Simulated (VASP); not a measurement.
Here is a VASP 6.6.1 calculation.

File POSCAR:

```
Sr
1.0
    4.2914515581      0.0000000000      0.0000000000
   -2.1457257790      3.7165060685      0.0000000000
    0.0000000000      0.0000000000      7.0459809537
Sr
2
Direct
    0.3333333333      0.6666666667      0.7500000000
    0.6666666667      0.3333333333      0.2500000000
```

INCAR.step1

```
SYSTEM = Sr
  PREC = Accurate
  ENCUT = 520
  ISMEAR = 0
  SIGMA = 0.05
  LREAL = .FALSE.
  LASPH = .TRUE.
  NELM = 100
  NBANDS = 17
  GGA = PE
  ALGO = Normal
  EDIFF = 1E-4
  LWAVE = .TRUE.
  LCHARG = .FALSE.
```

File INCAR.step2:

```
SYSTEM = Sr
  PREC = Accurate
  ENCUT = 520
  EDIFF = 1E-7
  ISMEAR = 0
  SIGMA = 0.05
  LREAL = .FALSE.
  LASPH = .TRUE.
  NELM = 100
  ALGO = Normal
  ISIF = 2
  LWAVE = .FALSE.
  LCHARG = .TRUE.
  METAGGA = R2SCAN
  LMIXTAU = .TRUE.
  LELF = .TRUE.
  LVHAR = .TRUE.
  NBANDS = 17
  ISTART = 1
```

File KPOINTS:

```
Automatic mesh
0
G
  12 12 6
  0 0 0
```

Potentials or basis: VASP PAW PBE potentials, release 64 (Sr_sv).

Command:

```console
$ cat potpaw_PBE.64/Sr_sv/POTCAR > POTCAR
$ cp INCAR.step1 INCAR
$ mpirun -np 1 vasp_std > vasp.out
$ cp INCAR.step2 INCAR
$ mpirun -np 1 vasp_std > vasp.out
```

**Question.** What does it give for the band gap on the k mesh?

**Answer.** Zero (band 10 reaches 1.77 eV, above the bottom of band 11 at 1.38 eV).

**Question.** What does it give for the pressure?

**Answer.** 0.2 GPa.

Stress tensor (GPa, compression positive):
```
0.17 0.00 0.00
0.00 0.17 0.00
0.00 0.00 0.40
```

Caveat: the PAW data sets were made with another functional, which shifts forces and pressure a little.
